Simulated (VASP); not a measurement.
Write the native input for VASP 6.6.1 that does the following.

```
Task                   : single point
Functional             : PBE
Potentials or basis    : VASP PAW PBE potentials, release 64 (Cu)
Cutoff                 : 520 eV
k mesh                 : 22 × 22 × 22
Occupations            : gaussian, width 0.15 eV
Spin                   : no spin polarisation
Dipole correction      : no
Further INCAR settings : ALGO = Normal; EDIFF = 1e-06; NBANDS = 12
```

The structure of Cu lies in POSCAR:

```
Cu
1.0
    0.0000000000      1.8346125000      1.7532750000
    1.8346125000      0.0000000000      1.7532750000
    1.8346125000      1.8346125000      0.0000000000
Cu
1
Direct
    0.0000000000      0.0000000000      0.0000000000
```

This cell differs from its parent crystal: strain +0.015 along x and y, -0.030 along z.

The input as run:

INCAR

```
  ALGO = Normal
  EDIFF = 1E-6
  ENCUT = 520
  GGA = PE
  ISIF = 2
  ISMEAR = 0
  LASPH = True
  LCHARG = False
  LREAL = False
  LWAVE = False
  NBANDS = 12
  NELM = 80
  PREC = Accurate
  SIGMA = 0.15
```

KPOINTS

```
k-points
0
Gamma
  22 22 22
```

Potentials or basis: VASP PAW PBE potentials, release 64 (Cu).

Run with:

```bash
$ cat potpaw_PBE.64/Cu/POTCAR > POTCAR
$ mpirun -np 1 vasp_std > vasp.out
```

Results of the run:

The pressure is 2.5 GPa.

Caveat: the cell differs from its parent crystal (strain +0.015 along x and y, -0.030 along z).

Run time: 44 s on 1 thread of Intel(R) Xeon(R) 6975P-C (Granite Rapids), on a shared host, peak memory 0.22 GiB.
